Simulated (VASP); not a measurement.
# MnPt2 (P-3m1) in VASP: further runs, part 2 of 2

VASP 6.6.1.

## Step 4: Single point, BLYP, collinear spin, ferromagnetic start

INCAR

```
PREC     = Accurate       # precision mode
ENCUT    = 520            # plane-wave cutoff, eV
EDIFF    = 1E-7           # SCF threshold, eV
ISMEAR   = -1             # smearing method
SIGMA    = 0.05           # smearing width, eV
LREAL    = F              # projectors in reciprocal space
LASPH    = T              # aspherical terms in the spheres
NELM     = 150            # most SCF steps
ALGO     = Normal         # electronic algorithm
ISIF     = 2              # what is computed and relaxed
LWAVE    = F              # write WAVECAR
LCHARG   = T              # write CHGCAR
ISPIN    = 2              # spin polarisation
MAGMOM   = 0 0 4          # initial moments
LORBIT   = 11             # projections on sites
LMAXMIX  = 4              # l up to which the mixer works
GGA      = B5             # functional
ALDAX    = 1.0          
AGGAX    = 1.0          
AGGAC    = 1.0          
ALDAC    = 0.0          
LELF     = T              # ELF
LVHAR    = T            
NBANDS   = 28             # bands
```

KPOINTS

```
Automatic mesh
0
Gamma
  11 11 4
```

POSCAR

```
MnPt2
1.0
    2.8584044518      0.0000000000      0.0000000000
   -1.4292022259      2.4754508696      0.0000000000
    0.0000000000      0.0000000000      6.5325040000
Pt Mn
2 1
Direct
    0.6666666667      0.3333333333      0.3162060000
    0.3333333333      0.6666666667      0.6837940000
    0.0000000000      0.0000000000      0.0000000000
```

Potentials or basis: VASP PAW PBE potentials, release 64 (Pt, Mn_pv).

The run is started by

```console
> cat potpaw_PBE.64/Pt/POTCAR potpaw_PBE.64/Mn_pv/POTCAR > POTCAR
> mpirun -np 1 vasp_std > vasp.out
```

OUTCAR:

```text
PREC = Accurate
   ENCUT = 520
   EDIFF = 1E-7
   ISMEAR = -1
   LREAL = F
   LASPH = T
   NELM = 150
   ISIF = 2
   ISPIN = 2
   LORBIT = 11
   GGA = B5

 ion  position               nearest neighbor table
   1  0.667  0.333  0.316-   3 2.64   3 2.64   3 2.64   2 2.91   2 2.91   2 2.91
   2  0.333  0.667  0.684-   3 2.64   3 2.64   3 2.64   1 2.91   1 2.91   1 2.91
   3  0.000  0.000  0.000-   1 2.64   2 2.64   1 2.64   2 2.64   1 2.64   2 2.64

  LATTYP: Found a hexagonal cell.
 ALAT       =     2.8584044518
 C/A-ratio  =     2.2853672775

  Lattice vectors:

 A1 = (   2.8584044518,   0.0000000000,   0.0000000000)
 A2 = (  -1.4292022259,   2.4754508696,   0.0000000000)
 A3 = (   0.0000000000,   0.0000000000,   6.5325040000)

Analysis of symmetry for initial positions (statically):
=====================================================================
 Subroutine PRICEL returns:
 Original cell was already a primitive cell.

 Routine SETGRP: Setting up the symmetry group for a
 hexagonal supercell.

 Subroutine GETGRP returns: Found 12 space group operations
 (whereof 12 operations were pure point group operations)
 out of a pool of 24 trial point group operations.

The static configuration has the point symmetry D_3d.

Analysis of symmetry for dynamics (positions and initial velocities):
=====================================================================
 Subroutine PRICEL returns:
 Original cell was already a primitive cell.

 Routine SETGRP: Setting up the symmetry group for a
 hexagonal supercell.

 Subroutine GETGRP returns: Found 12 space group operations
 (whereof 12 operations were pure point group operations)
 out of a pool of 24 trial point group operations.

The dynamic configuration has the point symmetry D_3d.

Analysis of structural, dynamic, and magnetic symmetry:
=====================================================================
 Subroutine PRICEL returns:
 Original cell was already a primitive cell.

 Routine SETGRP: Setting up the symmetry group for a
 hexagonal supercell.

[... 153 lines left out ...]

 E-fermi :  10.0538     XC(G=0): -12.2028

 val. band max:       10.0500197327   @ k =   0.1818   0.0909   0.2500
 cond. band min:      10.0584238075   @ k =   0.0000   0.2727   0.2500
 fundamental gap:      0.0084040747
 Fermi energy:        10.0538079105

 spin component 1

 k-point     1 :       0.0000    0.0000    0.0000
  band No.  band energies     occupation
      1     -39.4577      1.00000
      2     -39.4222      1.00000
      3     -39.4222      1.00000
      4       0.9635      1.00000
      5       3.1892      1.00000
      6       4.4069      1.00000
[... 733 lines left out ...]
     27      24.2501      0.00000
     28      25.6789      0.00000

 [... further k-points ...]

 spin component 2

 k-point     1 :       0.0000    0.0000    0.0000
  band No.  band energies     occupation
      1     -35.6783      1.00000
      2     -35.5669      1.00000
      3     -35.5669      1.00000
      4       1.1416      1.00000
      5       3.3091      1.00000
      6       5.0432      1.00000
[... 733 lines left out ...]
     27      24.7055      0.00000
     28      26.1159      0.00000

 [... further k-points ...]

------------------------ aborting loop because EDIFF is reached ----------------------------------------

  FORCE on cell =-STRESS in cart. coord.  units (eV):
  Direction    XX          YY          ZZ          XY          YZ          ZX
  --------------------------------------------------------------------------------------
  -------------------------------------------------------------------------------------
  Total        2.8168253      2.8168253      3.2031224      0.0000000     -0.0000000     -0.0000000
  in kB       97.6366383     97.6366383    111.0264485      0.0000000     -0.0000000     -0.0000000
  external PRESSURE =     102.0999084 kB  Pullay stress =       0.0000000 kB

 VOLUME and BASIS-vectors are now :
 -----------------------------------------------------------------------------
  energy-cutoff  :      520.00
  volume of cell :       46.22
      direct lattice vectors                 reciprocal lattice vectors
     2.858404452  0.000000000  0.000000000     0.349845523  0.201983407  0.000000000
    -1.429202226  2.475450870  0.000000000     0.000000000  0.403966814  0.000000000
     0.000000000  0.000000000  6.532504000     0.000000000  0.000000000  0.153080656

 POSITION                                       TOTAL-FORCE (eV/Angst)
 -----------------------------------------------------------------------------------
      1.42920      0.82515      2.06562        -0.000000      0.000000     -0.174639
     -0.00000      1.65030      4.46689         0.000000     -0.000000      0.174639
      0.00000      0.00000      0.00000         0.000000      0.000000      0.000000
 -----------------------------------------------------------------------------------
    total drift:                               -0.000000     -0.000000     -0.000000

  FREE ENERGIE OF THE ION-ELECTRON SYSTEM (eV)
  ---------------------------------------------------
  free  energy   TOTEN  =       -18.5148583770 eV

  energy  without entropy=      -18.4913070485  energy(sigma->0) =      -18.50308271

 total charge

# of ion       s       p       d       tot
------------------------------------------
    1        0.660   0.511   8.105   9.276
    2        0.660   0.511   8.105   9.276
    3        0.320   6.262   5.026  11.608
--------------------------------------------------
tot          1.639   7.284  21.236  30.159

 magnetization (x)

# of ion       s       p       d       tot
------------------------------------------
    1       -0.017  -0.002   0.311   0.292
    2       -0.017  -0.002   0.311   0.292
    3        0.011   0.017   3.641   3.669
--------------------------------------------------
tot         -0.023   0.012   4.264   4.253
```

OSZICAR:

```text
N       E                     dE             d eps       ncg     rms          rms(c)
DAV:   1     0.282730414760E+03    0.28273E+03   -0.16942E+04  6544   0.127E+03
DAV:   2    -0.747470530007E+01   -0.29021E+03   -0.27009E+03  6600   0.345E+02
DAV:   3    -0.196720760071E+02   -0.12197E+02   -0.11871E+02  7280   0.776E+01
DAV:   4    -0.198104906596E+02   -0.13841E+00   -0.13829E+00  7352   0.808E+00
DAV:   5    -0.198130009364E+02   -0.25103E-02   -0.25102E-02  7156   0.112E+00    0.171E+01
DAV:   6    -0.190825355395E+02    0.73047E+00   -0.61125E+00  7056   0.266E+01    0.121E+01
DAV:   7    -0.197728547438E+02   -0.69032E+00   -0.88257E+00  7740   0.361E+01    0.146E+01
DAV:   8    -0.183879775058E+02    0.13849E+01   -0.38403E+00  7648   0.137E+01    0.504E+00
DAV:   9    -0.184877440866E+02   -0.99767E-01   -0.85094E-02  7256   0.225E+00    0.318E+00
DAV:  10    -0.185023766384E+02   -0.14633E-01   -0.11071E-01  7496   0.305E+00    0.154E+00
DAV:  11    -0.185142445767E+02   -0.11868E-01   -0.18230E-02  7268   0.136E+00    0.503E-01
DAV:  12    -0.185147302573E+02   -0.48568E-03   -0.10123E-03  7532   0.297E-01    0.253E-01
DAV:  13    -0.185147721121E+02   -0.41855E-04   -0.28187E-04  7152   0.177E-01    0.124E-01
DAV:  14    -0.185148581818E+02   -0.86070E-04   -0.10827E-04  7112   0.854E-02    0.300E-02
DAV:  15    -0.185148575573E+02    0.62454E-06   -0.19423E-05  7108   0.427E-02    0.109E-02
DAV:  16    -0.185148582050E+02   -0.64776E-06   -0.10039E-06  7304   0.705E-03    0.451E-03
DAV:  17    -0.185148583468E+02   -0.14173E-06   -0.23193E-07  6460   0.350E-03    0.167E-03
DAV:  18    -0.185148583770E+02   -0.30220E-07   -0.60299E-08  3936   0.182E-03
   1 F= -.18514858E+02 E0= -.18503083E+02  d E =-.235513E-01  mag=     4.4152
```

stdout:

```text
POSCAR found type information on POSCAR PtMn
 POSCAR found :  2 types and       3 ions
 scaLAPACK will be used
 -----------------------------------------------------------------------------
|                                                                             |
|                                                                             |
|     You enforced a specific xc type in the INCAR file but a different       |
|     I HOPE YOU KNOW WHAT YOU ARE DOING!                                     |
|                                                                             |
 -----------------------------------------------------------------------------

 LDA part: xc-table for (Slater(with rela. corr.)+VWN5), standard interpolation
 POSCAR, INCAR and KPOINTS ok, starting setup
 FFT: planning ... GRIDC
 FFT: planning ... GRID_SOFT
 FFT: planning ... GRID
 WAVECAR not read
 entering main loop
```

Wall time 3 min (1 thread of AMD EPYC 7R43 (Zen 3), shared host); peak memory 0.24 GiB.

Results:

| Quantity | Value |
| --- | --- |
| Free energy | -18.5149 eV |
| Pressure | 10.2 GPa |
| Largest force | 0.175 eV/Å |
| Net moment | 4.42 μB per cell |
| Site moments | Pt +0.29; Mn +3.67 μB |
| Valence electrons inside the program's atomic spheres | Pt 9.28; Mn 11.61 |

Forces in eV/Å, atoms in the order of the input:
```
Pt   0.000  0.000 -0.175
Pt   0.000  0.000  0.175
Mn   0.000  0.000  0.000
```

Caveat: the cell stands under pressure; the PAW data sets were made with another functional, which shifts forces and pressure a little; spin-orbit coupling is left out, which moves the levels of the heavy elements.

## Step 5: Summary

| level | cell | k mesh | cutoff (eV) | grid for exact exchange (PRECFOCK) | share of exact exchange | gap on the mesh (eV) | pressure (GPa) | moment (μB) | largest force (eV/Å) |
| --- | --- | --- | --- | --- | --- | --- | --- | --- | --- |
| r2SCAN50 | a = 2.858, b = 2.858, c = 6.533 Å, angles 90.0, 90.0, 120.0°, 3 atoms | 6 × 6 × 2 | 440 | Normal | 0.5 | none | -3.9 | 4.89 | 0.23 |
| PBEsol+D3(BJ) | a = 2.733, b = 2.733, c = 6.506 Å, angles 90.0, 90.0, 120.0°, 3 atoms | 11 × 11 × 4 | 520 | - | - | none | 0.0 | 3.84 | 0.02 |
| BLYP | a = 2.858, b = 2.858, c = 6.533 Å, angles 90.0, 90.0, 120.0°, 3 atoms | 11 × 11 × 4 | 520 | - | - | none | 10.2 | 4.42 | 0.17 |

Alike in all rows: task single point; potentials or basis VASP PAW PBE potentials, release 64 (Pt, Mn_pv); spin collinear, ferromagnetic start; smearing fermi-dirac 0.05 eV.

Caveats: some runs use coarse meshes; the PAW data sets were made with another functional, which shifts forces and pressure a little; spin-orbit coupling is left out, which moves the levels of the heavy elements; the cell stands under pressure (at least some runs).

Total energies depend on the potentials used, so only differences within one code and one set of settings carry meaning.
